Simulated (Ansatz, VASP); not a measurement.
One calculation of Si16C16O, two programs

```
CELL_PARAMETERS angstrom
-4.37971 4.37971 -4.37971
4.37971 4.37971 4.37971
4.37971 -4.37971 -4.37971
ATOMIC_POSITIONS crystal
Si 0.99986 0.99394 0.74504
Si 0.99985 0.24573 0.48797
Si 0.99987 0.49481 0.24970
Si 0.99988 0.74520 0.99904
Si 0.25054 0.99587 0.50042
Si 0.23813 0.24571 0.24972
Si 0.25104 0.49767 0.99812
Si 0.25149 0.74930 0.75254
Si 0.49508 0.99388 0.24967
Si 0.49708 0.24648 0.99856
Si 0.50466 0.49867 0.75448
Si 0.50267 0.74927 0.50135
Si 0.76160 0.00742 0.01146
Si 0.74870 0.24649 0.74694
Si 0.74826 0.49768 0.50091
Si 0.74920 0.74520 0.24975
C 0.99986 0.98383 0.98213
C 0.99986 0.25048 0.74632
C 0.99987 0.51571 0.50852
C 0.99988 0.75173 0.24973
C 0.25098 0.00085 0.74925
C 0.26750 0.25141 0.51730
C 0.25867 0.51572 0.24969
C 0.24822 0.74971 0.99858
C 0.49933 0.00083 0.50081
C 0.49644 0.25050 0.24968
C 0.50042 0.50136 0.00135
C 0.50331 0.75395 0.75313
C 0.73222 0.98376 0.24966
C 0.74107 0.25694 0.99090
C 0.75153 0.50136 0.75023
C 0.74876 0.74973 0.49814
O 0.99985 0.23793 0.24974
```

Alike in both runs: functional PBE; k mesh 1 × 1 × 1; occupations fermi-dirac, width 0.01 eV; no spin polarisation.

Ansatz relaxed the structure, and its values are those at the end. VASP's run is a single point on that final structure, the one shown.

```csv
,VASP,Ansatz
version,VASP 6.6.1,Ansatz 0.2.0
potentials or method,"VASP PAW PBE potentials, release 64 (Si, C, O), cutoff 520 eV",plane-wave PAW DFT
valence electrons in the cell,134,134
```

VASP gave:

```
rms of the force components (eV/Å) : 0.008
```

Q: Estimate Ansatz's values.

A: rms of the force components (eV/Å): 0.004.
